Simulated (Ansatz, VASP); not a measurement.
## BaS in VASP and in Ansatz

File INCAR:

```
  PREC = Accurate
  ENCUT = 600
  EDIFF = 1E-6
  ISMEAR = -1
  SIGMA = 0.02
  LREAL = False
  LASPH = True
  NELM = 80
  ALGO = Normal
  ISIF = 3
  LWAVE = False
  LCHARG = False
  GGA = PE
  IBRION = 2
  NSW = 100
  EDIFFG = -0.005
```

The input KPOINTS:

```
regular mesh
0
Gamma
  7 7 7
```

File POSCAR:

```
BaS
1.0
    0.0000000000      3.2767414078      3.2767414078
    3.2767414078      0.0000000000      3.2767414078
    3.2767414078      3.2767414078      0.0000000000
Ba S
1 1
Direct
    0.0000000000      0.0000000000      0.0000000000
    0.5000000000      0.5000000000      0.5000000000
```

Input for Ansatz:

```yaml
crystal:
  lattice:
    - [0.0, 3.2767414078, 3.2767414078]
    - [3.2767414078, 0.0, 3.2767414078]
    - [3.2767414078, 3.2767414078, 0.0]
  atoms:
    - { symbol: Ba, position: [0.0, 0.0, 0.0] }
    - { symbol: S, position: [0.5, 0.5, 0.5] }
kpoints:
  mp_grid: { grid: [7, 7, 7] }
scf:
  occupations: { method: fermi_dirac, width: 0.02 }
hamiltonian:
  xc: pbe
  pseudopotentials: { kind: all_electron, lapw: { basis_error: 0.001 } }
output:
  forces: true
  stress: true
relax:
  f_tol: 0.005
  max_steps: 80
  cell: {}
```

Alike in both runs: task relaxation of cell and atoms; functional PBE; k mesh 7 × 7 × 7; occupations fermi-dirac, width 0.02 eV; no spin polarisation.

|  | VASP | Ansatz |
| --- | --- | --- |
| version | VASP 6.6.1 | Ansatz 0.2.0 |
| potentials or method | VASP PAW PBE potentials, release 64 (Ba_sv, S), cutoff 600 eV | all-electron LAPW, scalar-relativistic |

```tsv
	VASP	Ansatz	Ansatz less VASP
relaxed volume (Å³/atom)	33.65	33.23	-0.417
relaxed cell length with the largest relative difference (Å)	4.566	4.547	-0.0189
```

Ansatz ran all-electron here, and VASP with PAW potentials.

Spin-orbit coupling is off throughout.
